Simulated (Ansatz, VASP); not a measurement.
**InSb in VASP and in Ansatz**

```
In Sb
1.0
     0.00000    3.23910    3.23910
     3.32008    0.00000    3.23910
     3.32008    3.23910    0.00000
In Sb
1 1
Direct
  0.00000 0.00000 0.00000
  0.75000 0.75000 0.75000
```

Change from the starting cell: strain +0.0250 x Voigt [1, 0, 0, 0, 0, 0], atoms carried along.

Alike in both runs: task single point; functional PBE; k mesh 12 × 12 × 12; occupations gaussian, width 0.15 eV; no spin polarisation.

```csv
,VASP,Ansatz
version,VASP 6.6.1,Ansatz 0.2.0
potentials or method,"VASP PAW PBE potentials, release 64 (In_d, Sb), cutoff 520 eV","scalar-relativistic, plane waves, PAW"
valence electrons in the cell,18,28
```

```csv
,VASP,Ansatz,Ansatz less VASP
gap on the k mesh at the Fermi level (eV),none,none,-
pressure (GPa),1.9,1.9,+0.03
"traceless stress, the component that is largest in VASP (GPa)",-0.45,-0.45,0.000
```

A gap of «none» marks a metal or a gap that the smearing closes. The functional is the same, so the differences come from potentials, cutoffs and numerics. VASP's potentials hold 18 valence electrons a cell and Ansatz's 28, so a difference there can come from the potentials and not from the codes.

Spin-orbit coupling is off throughout.
